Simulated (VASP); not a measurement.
Input of a VASP 6.6.1 run:

File POSCAR:

```
BN
1.0
    2.5040000000      0.0000000000      0.0000000000
   -1.2520000000      2.1685276111      0.0000000000
    0.0000000000      0.0000000000      6.6610000000
B N
2 2
Direct
    0.3333333333      0.6666666667      0.2500000000
    0.6666666667      0.3333333333      0.7500000000
    0.6666666667      0.3333333333      0.2500000000
    0.3333333333      0.6666666667      0.7500000000
```

INCAR.step1

```
SYSTEM = BN
  PREC = Accurate
  ENCUT = 500
  EDIFF = 1E-8
  ISMEAR = 0
  SIGMA = 0.01
  LREAL = .FALSE.
  LASPH = .TRUE.
  NELM = 80
  ALGO = Normal
  LWAVE = .TRUE.
  LCHARG = .FALSE.
  GGA = PE
```

File INCAR.step2:

```
SYSTEM = BN
  PREC = Accurate
  ENCUT = 500
  EDIFF = 1E-8
  ISMEAR = 0
  SIGMA = 0.01
  LREAL = .FALSE.
  LASPH = .TRUE.
  NELM = 1
  ALGO = Exact
  LWAVE = .TRUE.
  LCHARG = .FALSE.
  GGA = PE
  NBANDS = 182
  LOPTICS = .TRUE.
  ISTART = 1
```

INCAR.step3

```
SYSTEM = BN
  PREC = Accurate
  ENCUT = 500
  EDIFF = 1E-8
  ISMEAR = 0
  SIGMA = 0.01
  LREAL = .FALSE.
  LASPH = .TRUE.
  ALGO = EVGW0
  LWAVE = .FALSE.
  LCHARG = .FALSE.
  GGA = PE
  NELMGW = 1
  NBANDS = 182
  ENCUTGW = 113.3
  NOMEGA = 48
  PRECFOCK = Fast
  ISTART = 1
  NBANDSGW = 16
```

Contents of KPOINTS:

```
Automatic mesh
0
G
  3 3 2
  0 0 0
```

Potentials or basis: VASP PAW PBE potentials, release 64 (B_GW, N_GW).

Run with:

```console
$ cat potpaw_PBE.64/B_GW/POTCAR potpaw_PBE.64/N_GW/POTCAR > POTCAR
$ cp INCAR.step1 INCAR
$ mpirun -np 1 vasp_std > vasp.out
$ cp INCAR.step2 INCAR
$ mpirun -np 1 vasp_std > vasp.out
$ cp INCAR.step3 INCAR
$ mpirun -np 1 vasp_std > vasp.out
```

(1) Predict the quasiparticle gap.

(2) What does it give for the least direct quasiparticle gap?

(3) Predict the band gap on the k mesh, mean-field level.

Results:

(1) 6.23 eV.

(2) 6.33 eV.

(3) 4.62 eV, direct.

Caveat: the k points lie up to 0.97 Å⁻¹ apart; bands, screening cutoff and mesh are small and nothing is extrapolated, so the quasiparticle values aren't converged.
